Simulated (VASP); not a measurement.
Set up this calculation in VASP 6.6.1, as the native input.

```yaml
Task: single point
Functional: PBE
Potentials_or_basis: VASP PAW PBE potentials, release 64 (Cu, I)
Cutoff: 520 eV
k_mesh: 8 × 8 × 8
Occupations: fermi-dirac, width 0.02 eV
Spin: non-collinear spin, zero start, spin-orbit coupling
Starting_moments: "[[0.0, 0.0, 0.0], [0.0, 0.0, 0.0]] μB"
Dipole_correction: no
Further_INCAR_settings: ALGO = Normal; EDIFF = 1e-06; NBANDS = 30
```

The structure of CuI lies in POSCAR:

```
CuI
1.0
    0.0000000000      3.0120289470      3.0120289470
    3.0120289470      0.0000000000      3.0120289470
    3.0120289470      3.0120289470      0.0000000000
Cu I
1 1
Direct
    0.0000000000      0.0000000000      0.0000000000
    0.2500000000      0.2500000000      0.2500000000
```

One way to write it, as run:

INCAR

```
SYSTEM = CuI
ALGO = Normal
EDIFF = 1E-6
ENCUT = 520
GGA = PE
GGA_COMPAT = .FALSE.
ISIF = 2
ISMEAR = -1
LASPH = .TRUE.
LCHARG = .FALSE.
LMAXMIX = 4
LNONCOLLINEAR = .TRUE.
LORBIT = 11
LORBMOM = .TRUE.
LREAL = .FALSE.
LSORBIT = .TRUE.
LWAVE = .FALSE.
MAGMOM = 0 0 0 0 0 0
NBANDS = 30
NELM = 150
PREC = Accurate
SIGMA = 0.02
```

KPOINTS

```
k-points
0
G
  8 8 8
  0 0 0
```

Potentials or basis: VASP PAW PBE potentials, release 64 (Cu, I).

The run is started by

```bash
$ cat potpaw_PBE.64/Cu/POTCAR potpaw_PBE.64/I/POTCAR > POTCAR
$ mpirun -np 1 vasp_ncl > vasp.out
```

It gave:

```yaml
Pressure: 1.6 GPa
Net_moment: 0.00 μB per cell
Valence_electrons_inside_the_program's_atomic_spheres: Cu 9.94; I 4.31
```

It took 2.1 min on 1 thread of Intel Xeon 6975P-C, on a shared host, peak memory 0.37 GiB.
